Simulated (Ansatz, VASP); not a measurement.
**Ag: VASP beside Ansatz**

```
CELL_PARAMETERS angstrom
0.00000 2.20655 2.04310
2.20655 0.00000 2.04310
2.20655 2.20655 0.00000
ATOMIC_POSITIONS crystal
Ag 0.00000 0.00000 0.00000
```

Change from the starting cell: strain +0.080 along x and y, +0.000 along z, atoms carried along.

Alike in both runs: task single point; functional PBEsol; k mesh 20 × 20 × 20; occupations gaussian, width 0.15 eV; no spin polarisation.

```csv
,VASP,Ansatz
version,VASP 6.6.1,Ansatz 0.2.0
potentials or method,"VASP PAW PBE potentials, release 64 (Ag), cutoff 520 eV","scalar-relativistic, plane waves, PAW"
valence electrons in the cell,11,19
```

```tsv
	VASP	Ansatz	Ansatz less VASP
gap on the k mesh at the Fermi level (eV)	none	none	-
pressure (GPa)	-12.6	-12.6	0.00
traceless stress, the component that is largest in VASP (GPa)	0.81	0.82	+0.010
```

VASP's potentials were made for PBE, not for PBEsol. A gap of «none» marks a metal or a gap that the smearing closes. The functional is the same, so the differences come from potentials, cutoffs and numerics. VASP's potentials hold 11 valence electrons a cell and Ansatz's 19, so a difference there can come from the potentials and not from the codes.
